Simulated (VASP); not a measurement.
ZnS, 4 atoms in the cell. The structure is monoclinic, space group P2_1 (No. 4). Conventional cell: a = 3.846 Å, b = 6.304 Å, c = 3.846 Å, α = 90.00°, β = 120.00°, γ = 90.00°. Zn (site symmetry 1) has 4 S at 2.33 to 2.39 Å within 3.1 Å. Within 3.1 Å of S (site symmetry 1) lie 4 Zn at 2.33 to 2.39 Å.  This cell differs from its parent crystal: atoms displaced along several vibrational modes.

```yaml
Program: VASP 6.6.1
Task: single point
Functional: PBE
Potentials_or_basis: VASP PAW PBE potentials, release 64 (Zn, S)
Cutoff: 520 eV
k_mesh: 9 × 9 × 4
Occupations: gaussian, width 0.05 eV
Spin: no spin polarisation
Dipole_correction: no
Further_INCAR_settings: ALGO = Normal; EDIFF = 1e-07; NBANDS = 26
```

Potentials or basis: VASP PAW PBE potentials, release 64 (Zn, S).

The run is started by

```console
$ cat potpaw_PBE.64/Zn/POTCAR potpaw_PBE.64/S/POTCAR > POTCAR
$ mpirun -np 1 vasp_std > vasp.out
```

Hardware: 1 thread of Intel(R) Xeon(R) 6975P-C (Granite Rapids), with other jobs on the host.

Q: How long does it take, and how much memory?

A: Run time: 100 s on 1 thread of Intel(R) Xeon(R) 6975P-C (Granite Rapids), on a shared host, peak memory 0.34 GiB. Counts: scf iterations 15, k points 123.
